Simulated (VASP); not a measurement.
# Nb3Tl (Pm-3n) in VASP: settings compared, part 2 of 2

VASP 6.6.1.

## Step 3: Single point, PBEsol

This run uses another cell than the first one, of 18.41 Å³/atom.

INCAR

```
ALGO     = Normal         # electronic algorithm
EDIFF    = 1E-7           # SCF threshold, eV
ENCUT    = 520            # plane-wave cutoff, eV
GGA      = PS             # functional
ISIF     = 2              # what is computed and relaxed
ISMEAR   = -1             # smearing method
LASPH    = True           # aspherical terms in the spheres
LCHARG   = False          # write CHGCAR
LREAL    = False          # projectors in reciprocal space
LWAVE    = False          # write WAVECAR
NBANDS   = 62             # bands
NELM     = 100            # most SCF steps
PREC     = Accurate       # precision mode
SIGMA    = 0.1            # smearing width, eV
```

KPOINTS

```
k-points
0
Gamma
  6 6 6
```

POSCAR

```
Nb3Tl
1.0
    5.2813503001      0.0000000000      0.0000000000
    0.0000000000      5.2813503001      0.0000000000
    0.0000000000      0.0000000000      5.2813503001
Nb Tl
6 2
Direct
    0.2500000000      0.0000000000      0.5000000000
    0.5000000000      0.7500000000      0.0000000000
    0.7500000000      0.0000000000      0.5000000000
    0.5000000000      0.2500000000      0.0000000000
    0.0000000000      0.5000000000      0.7500000000
    0.0000000000      0.5000000000      0.2500000000
    0.0000000000      0.0000000000      0.0000000000
    0.5000000000      0.5000000000      0.5000000000
```

Potentials or basis: VASP PAW PBE potentials, release 64 (Nb_sv, Tl_d).

The run is started by

```console
$ cat potpaw_PBE.64/Nb_sv/POTCAR potpaw_PBE.64/Tl_d/POTCAR > POTCAR
$ mpirun -np 1 vasp_std > vasp.out
```

OUTCAR:

```text
EDIFF = 1E-7
   ENCUT = 520
   GGA = PS
   ISIF = 2
   ISMEAR = -1
   LASPH = True
   LREAL = False
   NELM = 100
   PREC = Accurate

 ion  position               nearest neighbor table
   1  0.250  0.000  0.500-   3 2.64   3 2.64   8 2.95   7 2.95   8 2.95   7 2.95
   2  0.500  0.750  0.000-   4 2.64   4 2.64   8 2.95   8 2.95   7 2.95   7 2.95
   3  0.750  0.000  0.500-   1 2.64   1 2.64   8 2.95   7 2.95   8 2.95   7 2.95
   4  0.500  0.250  0.000-   2 2.64   2 2.64   8 2.95   8 2.95   7 2.95   7 2.95
   5  0.000  0.500  0.750-   6 2.64   6 2.64   8 2.95   7 2.95   7 2.95   8 2.95
   6  0.000  0.500  0.250-   5 2.64   5 2.64   8 2.95   7 2.95   7 2.95   8 2.95
   7  0.000  0.000  0.000-   1 2.95   2 2.95   3 2.95   4 2.95   5 2.95   6 2.95   1 2.95   3 2.95
                             5 2.95   6 2.95   2 2.95   4 2.95
   8  0.500  0.500  0.500-   1 2.95   2 2.95   3 2.95   4 2.95   5 2.95   6 2.95   2 2.95   4 2.95
                             1 2.95   3 2.95   5 2.95   6 2.95

  LATTYP: Found a simple cubic cell.
 ALAT       =     5.2813503001

  Lattice vectors:

 A1 = (   5.2813503001,   0.0000000000,   0.0000000000)
[... 194 lines left out ...]
  band No.  band energies     occupation
      1     -43.4727      2.00000
      2     -43.3989      2.00000
      3     -43.3989      2.00000
      4     -43.1745      2.00000
      5     -43.1745      2.00000
      6     -43.1745      2.00000
[... 1289 lines left out ...]
     61      13.6129      0.00000
     62      13.6132      0.00000

------------------------ aborting loop because EDIFF is reached ----------------------------------------

  FORCE on cell =-STRESS in cart. coord.  units (eV):
  Direction    XX          YY          ZZ          XY          YZ          ZX
  --------------------------------------------------------------------------------------
  -------------------------------------------------------------------------------------
  Total       -0.2076408     -0.2076408     -0.2076408     -0.0000000      0.0000000     -0.0000000
  in kB       -2.2583348     -2.2583348     -2.2583348     -0.0000000      0.0000000     -0.0000000
  external PRESSURE =      -2.2583348 kB  Pullay stress =       0.0000000 kB

 VOLUME and BASIS-vectors are now :
 -----------------------------------------------------------------------------
  energy-cutoff  :      520.00
  volume of cell :      147.31
      direct lattice vectors                 reciprocal lattice vectors
     5.281350300  0.000000000  0.000000000     0.189345516  0.000000000  0.000000000
     0.000000000  5.281350300  0.000000000     0.000000000  0.189345516  0.000000000
     0.000000000  0.000000000  5.281350300     0.000000000  0.000000000  0.189345516

 POSITION                                       TOTAL-FORCE (eV/Angst)
 -----------------------------------------------------------------------------------
      1.32034      0.00000      2.64068        -0.000000      0.000000     -0.000000
      2.64068      3.96101      0.00000         0.000000     -0.000000      0.000000
      3.96101      0.00000      2.64068         0.000000     -0.000000      0.000000
      2.64068      1.32034      0.00000         0.000000      0.000000     -0.000000
      0.00000      2.64068      3.96101         0.000000      0.000000     -0.000000
      0.00000      2.64068      1.32034        -0.000000      0.000000     -0.000000
      0.00000      0.00000      0.00000        -0.000000     -0.000000     -0.000000
      2.64068      2.64068      2.64068        -0.000000     -0.000000     -0.000000
 -----------------------------------------------------------------------------------
    total drift:                                0.000000     -0.000000      0.000000

  FREE ENERGIE OF THE ION-ELECTRON SYSTEM (eV)
  ---------------------------------------------------
  free  energy   TOTEN  =       -70.0151928912 eV

  energy  without entropy=      -69.6575322154  energy(sigma->0) =      -69.83636255
```

stdout:

```text
POSCAR found type information on POSCAR NbTl
 POSCAR found :  2 types and       8 ions
 scaLAPACK will be used
 -----------------------------------------------------------------------------
|                                                                             |
|                                                                             |
|     You enforced a specific xc type in the INCAR file but a different       |
|     I HOPE YOU KNOW WHAT YOU ARE DOING!                                     |
|                                                                             |
 -----------------------------------------------------------------------------

 LDA part: xc-table for (Slater+PW92), standard interpolation
 POSCAR, INCAR and KPOINTS ok, starting setup
 FFT: planning ... GRIDC
 FFT: planning ... GRID_SOFT
 FFT: planning ... GRID
 WAVECAR not read
 entering main loop
```

Run time: 1.7 min. Hardware: 1 thread of AMD EPYC 9R45 (Zen 5), shared host; peak memory 0.28 GiB.

Results:

| Item | Value |
| --- | --- |
| Free energy | -70.0152 eV |
| Pressure | -0.2 GPa |
| Band gap on the k mesh | zero (bands 52 and 53 overlap by 0.65 eV) |

Caveat: the PAW data sets were made with another functional, which shifts forces and pressure a little; spin-orbit coupling is left out, which moves the levels of the heavy elements.

## Step 4: Single point, PBE

This run uses another cell than the first one, of 19.12 Å³/atom.

INCAR

```
PREC = Accurate
ENCUT = 520
EDIFF = 1E-6
ISMEAR = -1
SIGMA = 0.1
LREAL = False
LASPH = True
NELM = 100
ALGO = Normal
ISIF = 2
LWAVE = False
LCHARG = False
GGA = PE
NBANDS = 62
```

KPOINTS

```
regular mesh
0
Gamma
  6 6 6
```

POSCAR, as its differences from that of step 3:

```diff
@@ -2,5 +2,5 @@
 1.0
-    5.2813503001      0.0000000000      0.0000000000
-    0.0000000000      5.2813503001      0.0000000000
-    0.0000000000      0.0000000000      5.2813503001
+    5.3480424009      0.0000000000      0.0000000000
+    0.0000000000      5.3480424009      0.0000000000
+    0.0000000000      0.0000000000      5.3480424009
 Nb Tl
```

The run is started by

```console
$ cat potpaw_PBE.64/Nb_sv/POTCAR potpaw_PBE.64/Tl_d/POTCAR > POTCAR
$ mpirun -np 1 vasp_std > vasp.out
```

Run time: 1.8 min. Hardware: 1 thread of AMD EPYC 9R45 (Zen 5), shared host; peak memory 0.29 GiB.

It converged, with:

* Free energy: -64.3110 eV
* Pressure: -0.3 GPa
* Band gap on the k mesh: zero (bands 52 and 53 overlap by 0.64 eV)

Levels at points of the mesh, in eV from the Fermi level:
| k point | band 49 | band 50 | band 51 | band 52 | band 53 | band 54 | band 55 | band 56 |
| --- | --- | --- | --- | --- | --- | --- | --- | --- |
| (0.00, 0.00, 0.00) | -1.41 | -0.30 | -0.30 | -0.30 | -0.08 | -0.08 | 2.18 | 2.18 |
| (0.50, 0.00, 0.00) | -0.73 | -0.73 | -0.71 | -0.71 | -0.25 | -0.25 | 1.51 | 1.51 |
| (0.50, 0.50, 0.00) | 0.08 | 0.08 | 0.34 | 0.34 | 0.52 | 0.84 | 0.86 | 0.86 |
| (0.50, 0.50, 0.50) | 0.21 | 0.21 | 0.21 | 0.21 | 0.21 | 0.21 | 0.43 | 0.43 |

Caveat: spin-orbit coupling is left out, which moves the levels of the heavy elements.

## Step 5: Summary

| level | potentials or basis | cell | gap on the mesh (eV) | pressure (GPa) |
| --- | --- | --- | --- | --- |
| LDA | VASP PAW LDA potentials, release 64 (Nb_sv, Tl_d) | a = 5.241 Å, 8 atoms | none | 0.2 |
| PBEsol | VASP PAW PBE potentials, release 64 (Nb_sv, Tl_d) | a = 5.281 Å, 8 atoms | none | -0.2 |
| PBE | VASP PAW PBE potentials, release 64 (Nb_sv, Tl_d) | a = 5.348 Å, 8 atoms | none | -0.3 |

Alike in all rows: task single point; no spin polarisation; k mesh 6 × 6 × 6; cutoff (eV) 520; smearing fermi-dirac 0.1 eV.

Caveats: spin-orbit coupling is left out, which moves the levels of the heavy elements; the PAW data sets were made with another functional, which shifts forces and pressure a little (at least some runs).

Absolute energies hang on the potentials; compare differences alone.
